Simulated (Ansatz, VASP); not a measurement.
## Two plane-wave programs on BP

```
B P
1.0
     0.00000    2.28274    2.24657
     2.28274    0.00000    2.24657
     2.28274    2.28274    0.00000
B P
1 1
Cartesian
  0.0000 0.0000 0.0000
  1.1414 1.1414 1.1233
```

Change from the starting cell: strained cell.

Alike in both runs: functional PBEsol; k mesh 8 × 8 × 8; occupations gaussian, width 0.02 eV; no spin polarisation.

Ansatz relaxed the structure, and its values are those at the end. VASP's run is a single point on that final structure, the one shown.

|  | VASP | Ansatz |
| --- | --- | --- |
| version | VASP 6.6.1 | Ansatz 0.2.0 |
| potentials or method | VASP PAW PBE potentials, release 64 (B, P), cutoff 500 eV | scalar-relativistic, plane waves, PAW |
| valence electrons in the cell | 8 | 8 |

Ansatz gave:

```
gap on the k mesh at the Fermi level (eV) : 0.93
least direct gap on the mesh (eV)         : 3.20
pressure (GPa)                            : -2.3
```

Problem. Which values does VASP return?

Solution. gap on the k mesh at the Fermi level (eV): 0.93; least direct gap on the mesh (eV): 3.19; pressure (GPa): -2.2.

VASP's potentials were made for PBE, not for PBEsol, and Ansatz warns of the same on its side. Ansatz's warnings: stress scf threshold loose.
